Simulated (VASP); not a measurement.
Mg:

```xyz
2
Lattice="3.2093 0.0000 0.0000 -1.6046 2.7793 0.0000 0.0000 0.0000 5.2103" Properties=species:S:1:pos:R:3 pbc="T T T"
Mg    0.0000    1.8529    1.3026
Mg    1.6047    0.9264    3.9077
```

Base run:

| Quantity | Value |
| --- | --- |
| Program | VASP 6.6.1 |
| Functional | PBE |
| Potentials or basis | VASP PAW PBE potentials, release 64 (Mg) |
| Cutoff | 600 eV |
| k mesh | 11 × 11 × 6 |
| Occupations | methfessel-paxton, width 0.05 eV |
| Spin | no spin polarisation |

Its results: band gap on the k mesh zero (bands 2 and 3 overlap by 2.11 eV); pressure -0.6 GPa.

Problem. The run is repeated on the same cell with these changes: functional from PBE to BLYP. What comes out?

Solution. Band gap on the k mesh zero (bands 2 and 3 overlap by 2.19 eV); pressure 0.1 GPa.

BLYP binds less tightly than PBE, so the same cell stands under more pressure.

Caveats: the PAW data sets were made with another functional, which shifts forces and pressure a little (at least some runs).
